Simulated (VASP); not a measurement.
HfO2: single point with LDA

The system is HfO2.

```
Hf O
1.0
     4.78890    0.00000    0.00000
     0.00000    4.78890    0.14965
     0.00000    0.09956    3.18582
Hf O
2 4
Direct
  0.00000 0.00000 0.00000
  0.50000 0.50000 0.50000
  0.19511 0.80489 0.50000
  0.30489 0.30489 0.00000
  0.69511 0.69511 0.00000
  0.80489 0.19511 0.50000
```

This cell differs from its parent crystal: strain +0.0625 x Voigt [0, 0, 0, 1, 0, 0].

```yaml
Program: VASP 6.6.1
Task: single point
Functional: LDA
Potentials_or_basis: VASP PAW LDA potentials, release 64 (Hf_pv, O)
Cutoff: 520 eV
k_mesh: 6 × 6 × 8
Occupations: gaussian, width 0.05 eV
Spin: no spin polarisation
Dipole_correction: no
Further_INCAR_settings: ALGO = Normal; EDIFF = 1e-07; NBANDS = 31
```

The pressure is -1.3 GPa, the largest force is 0.556 eV/Å and the band gap on the k mesh is 3.82 eV.

Forces in eV/Å, atoms in the order of the input:
```
Hf   0.000  0.000  0.000
Hf   0.000  0.000  0.000
O    0.035 -0.032  0.554
O   -0.035 -0.032  0.554
O    0.035  0.032 -0.554
O   -0.035  0.032 -0.554
```

Stress tensor (GPa, compression positive):
```
-1.31  0.00  0.00
 0.00 -1.29 -9.70
 0.00 -9.70 -1.20
```

Levels at points of the mesh, in eV from the valence-band top:
```
           k point  band 20  band 21  band 22  band 23  band 24  band 25
(0.00, 0.00, 0.00)    -0.50    -0.42     0.00     3.82     3.93     5.16
(0.50, 0.00, 0.00)    -1.48    -0.67    -0.67     4.54     4.54     6.07
(0.00, 0.50, 0.00)    -1.47    -0.70    -0.70     4.54     4.54     6.10
(0.50, 0.50, 0.00)    -1.17    -0.79    -0.79     4.08     4.08     5.55
(0.00, 0.00, 0.50)    -2.10    -0.95    -0.95     5.50     5.50     6.06
(0.50, 0.00, 0.50)    -1.74    -0.97    -0.97     4.04     4.04     6.31
(0.00, 0.50, 0.50)    -1.63    -1.14    -0.77     3.84     4.26     6.28
(0.50, 0.50, 0.50)    -1.18    -0.46    -0.46     4.99     4.99     5.85
```

Run time: 73 s on 1 thread of AMD EPYC 9R45 96-Core Processor (Zen 5) (shared host), peak memory 0.26 GiB.

Caveat: the cell differs from its parent crystal (strain +0.0625 x Voigt [0, 0, 0, 1, 0, 0]); spin-orbit coupling is left out, which moves the levels of the heavy elements. A k mesh can miss the band edges.
